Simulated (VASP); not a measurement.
Crystal: BaBCl3.

```
CELL_PARAMETERS angstrom
4.40968 0.00000 0.00000
0.00000 4.40968 0.00000
0.00000 0.00000 4.61789
ATOMIC_POSITIONS crystal
Ba 0.00000 0.00000 0.00000
B 0.00000 0.00000 0.50000
Cl 0.00000 0.50000 0.19120
Cl 0.50000 0.00000 0.80880
Cl 0.50000 0.50000 0.50000
```

```yaml
Program: VASP 6.6.1
Task: relaxation of cell and atoms
Functional: PBE
Potentials_or_basis: VASP PAW PBE potentials, release 64 (Ba_sv, B, Cl)
Cutoff: 600 eV
k_mesh: 4 × 4 × 4
Occupations: gaussian, width 0.1 eV
Spin: no spin polarisation
```

At the start: pressure 54.0 GPa; volume 17.96 Å³/atom.

Question: Where does the relaxation end?

Answer: Over 15 steps the energy falls by 1932.2 meV/atom and the volume is 33.56 Å³/atom (+86.8 %); space group P-4m2 (No. 115, to 0.05 Å).

The path:
```tsv
step	energy change (eV)	largest force (eV/Å)	pressure (GPa)	volume (Å³)
1	0.0000	2.6997	53.96	89.80
2	-8.2192	0.1351	-1.34	193.54
3	-8.2792	0.0542	1.19	166.37
4	-8.3086	0.0383	-0.05	176.74
5	-8.3090	0.0224	0.17	174.61
6	-8.4916	0.0622	0.03	176.24
7	-8.8646	0.2205	-0.20	179.10
8	-9.5209	0.3571	-0.64	178.06
9	-7.8617	0.9000	-6.04	154.40
10	-9.5782	0.3611	-0.80	177.10
11	-9.6158	0.3802	-1.09	175.59
12	-9.6115	0.3751	1.77	159.24
13	-9.6579	0.0456	0.17	167.32
14	-9.6579	0.0388	0.19	167.16
15	-9.6609	0.0076	0.00	167.78
```

Final structure:
```
CELL_PARAMETERS angstrom
4.47126 0.00000 0.00000
0.00000 4.47126 0.00000
0.00000 0.00000 8.39239
ATOMIC_POSITIONS crystal
Ba 0.00000 0.00000 0.00000
B 0.00000 0.00000 0.50000
Cl 0.00000 0.50000 0.21074
Cl 0.50000 0.00000 0.78926
Cl 0.50000 0.50000 0.50000
```

Caveat: the volume moved by over 15 % at a fixed basis, so the end points are rough.
